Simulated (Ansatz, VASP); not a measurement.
Given: the input of a run of VASP 6.6.1 on TaN.

Contents of INCAR:

```
ALGO = Normal
EDIFF = 1E-7
EDIFFG = -0.01
ENCUT = 600
GGA = PS
IBRION = 2
ISIF = 3
ISMEAR = -1
LASPH = T
LCHARG = F
LREAL = F
LWAVE = F
NELM = 100
NSW = 60
PREC = Accurate
SIGMA = 0.05
```

Contents of KPOINTS:

```
k-points
0
Gamma
  6 6 9
```

Contents of POSCAR:

```
TaN
1.0
    5.1960000000      0.0000000000      0.0000000000
   -2.5980000000      4.4998679981      0.0000000000
    0.0000000000      0.0000000000      2.9110000000
Ta N
3 3
Direct
    0.0000000000      0.0000000000      0.0000000000
    0.6666666667      0.3333333333      0.5000000000
    0.3333333333      0.6666666667      0.5000000000
    0.0000000000      0.3928500000      0.0000000000
    0.6071500000      0.6071500000      0.0000000000
    0.3928500000      0.0000000000      0.0000000000
```

Potentials or basis: VASP PAW PBE potentials, release 64 (Ta_pv, N).

Launch:

```console
$ cat potpaw_PBE.64/Ta_pv/POTCAR potpaw_PBE.64/N/POTCAR > POTCAR
$ mpirun -np 1 vasp_std > vasp.out
```

Problem. Set up the same calculation for Ansatz 0.2.0. Potentials there: Ansatz PAW.

Solution. As run (the cutoff follows the program's own potentials):

File input.yaml:

```yaml
crystal:
  lattice:
    - [5.196, 0.0, 0.0]
    - [-2.598, 4.4998679981, 0.0]
    - [0.0, 0.0, 2.911]
  atoms:
    - { symbol: Ta, position: [0.0, 0.0, 0.0] }
    - { symbol: Ta, position: [0.6666666667, 0.3333333333, 0.5] }
    - { symbol: Ta, position: [0.3333333333, 0.6666666667, 0.5] }
    - { symbol: "N", position: [0.0, 0.39285, 0.0] }
    - { symbol: "N", position: [0.60715, 0.60715, 0.0] }
    - { symbol: "N", position: [0.39285, 0.0, 0.0] }
hamiltonian:
  xc: pbesol
  pseudopotentials: { kind: paw }
kpoints:
  mp_grid: { grid: [6, 6, 9] }
scf:
  occupations: { method: fermi_dirac, width: 0.05 }
output:
  forces: true
  stress: true
  eigenvalues: true
relax:
  f_tol: 0.01
  max_steps: 40
  cell: { stress_tol: 0.05 }
```

Potentials or basis: Ansatz PAW.

Launch:

```sh
$ ansatz run input.yaml --threads 1 --pin off --max-ram 3584MiB --backend cpu --events-out ev --progress --plain --runs-dir out
```

Both were run:

|  | VASP | Ansatz | Ansatz less VASP |
| --- | --- | --- | --- |
| gap on the k mesh at the Fermi level, each at its own relaxed structure (eV) | none | none | - |
| relaxed volume (Å³/atom) | 11.24 | 11.21 | -0.025 |
| relaxed cell length with the largest relative difference (Å) | 5.186 | 5.181 | -0.0050 |

VASP's potentials were made for PBE, not for PBEsol. A gap of «none» marks a metal or a gap that the smearing closes. VASP's potentials hold 48 valence electrons a cell and Ansatz's 54, so a difference there can come from the potentials and not from the codes.

Neither program's run includes spin-orbit coupling. Noted on Ansatz's run: the plane-wave basis is chosen anew once the cell has moved, so the energies of steps on either side of that aren't comparable.
